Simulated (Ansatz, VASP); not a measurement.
One calculation of B3N2, two programs

```
CELL_PARAMETERS angstrom
3.97509 0.00000 0.00000
-1.98755 3.44253 0.00000
0.00000 0.00000 2.98819
ATOMIC_POSITIONS crystal
B 0.00000 0.00000 0.75036
B 0.00000 0.00000 0.24964
B 0.66667 0.33333 0.00000
N 0.66667 0.33333 0.50000
N 0.33333 0.66667 0.00000
```

Change from the starting cell: species swapped into the Fe3Ge2 type (P-6m2, No. 187).

Alike in both runs: functional PBE; k mesh 6 × 6 × 6; occupations gaussian, width 0.1 eV; no spin polarisation.

Ansatz relaxed the structure, and its values are those at the end. VASP's run is a single point on that final structure, the one shown.

```csv
,VASP,Ansatz
version,VASP 6.6.1,Ansatz 0.2.0
potentials or method,"VASP PAW PBE potentials, release 64 (B, N), cutoff 520 eV","scalar-relativistic, plane waves, PAW"
valence electrons in the cell,19,19
```

```csv
,VASP,Ansatz,Ansatz less VASP
gap on the k mesh at the Fermi level (eV),none,none,-
pressure (GPa),-0.3,-0.1,+0.19
rms of the force components (eV/Å),0.004,0.001,-0.0033
```

A gap of «none» marks a metal or a gap that the smearing closes. The functional is the same, so the differences come from potentials, cutoffs and numerics.
